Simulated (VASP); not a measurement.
Input of a VASP 6.6.1 run:

Contents of INCAR:

```
SYSTEM = CO2
PREC = Accurate
ENCUT = 520
EDIFF = 1E-6
ISMEAR = -1
SIGMA = 0.05
LREAL = Auto
LASPH = .True.
NELM = 60
ALGO = Normal
ISIF = 2
LWAVE = .False.
LCHARG = .False.
GGA = PE
IVDW = 12
IBRION = 2
NSW = 35
EDIFFG = -0.3
```

KPOINTS

```
regular mesh
0
Gamma
  1 1 1
  0 0 0
```

The input POSCAR:

```
CO2
1.0
    7.3434200000      0.0000000000      0.0000000000
    0.0000000000      7.3434200000      0.0000000000
    0.0000000000      0.0000000000      7.3434200000
C O
6 12
Direct
    0.3714700000      0.3348490000      0.4112072000
    0.7409824000      0.3225120000      0.8496144000
    0.0226059000      0.9077304000      0.8494790000
    0.1749626000      0.5106699000      0.9448966000
    0.8976305000      0.5279520000      0.2523718000
    0.0037193000      0.8897955000      0.4412563000
    0.3379793000      0.2906557000      0.2605842000
    0.4049608000      0.3790423000      0.5618301000
    0.7814683000      0.3347010000      1.0044507000
    0.7004965000      0.3103230000      0.6947781000
    0.1438926000      0.8327721000      0.7757718000
   -0.0986809000      0.9826886000      0.9231861000
    0.2603708000      0.6368895000      0.9952554000
    0.0895544000      0.3844503000      0.8945377000
    0.8703457000      0.4108721000      0.3587193000
    0.9249153000      0.6450320000      0.1460244000
    0.1142429000      0.7734153000      0.4397901000
   -0.1068043000      1.0061756000      0.4427225000
```

Potentials or basis: VASP PAW PBE potentials, release 64 (C, O).

Launch:

```console
$ cat potpaw_PBE.64/C/POTCAR potpaw_PBE.64/O/POTCAR > POTCAR
$ mpirun -np 1 vasp_gam > vasp.out
```

**Question.** What does it give for the dispersion energy per atom?

**Answer.** -0.047 eV.

**Question.** Estimate the band gap on the k mesh.

**Answer.** 6.32 eV.

**Question.** Estimate the energy gained by relaxing.

**Answer.** 51.4 meV/atom.

Stress tensor (GPa, compression positive):
```
0.35 0.07 0.06
0.07 0.58 0.25
0.06 0.25 1.42
```

Caveat: the k points lie up to 0.86 Å⁻¹ apart.
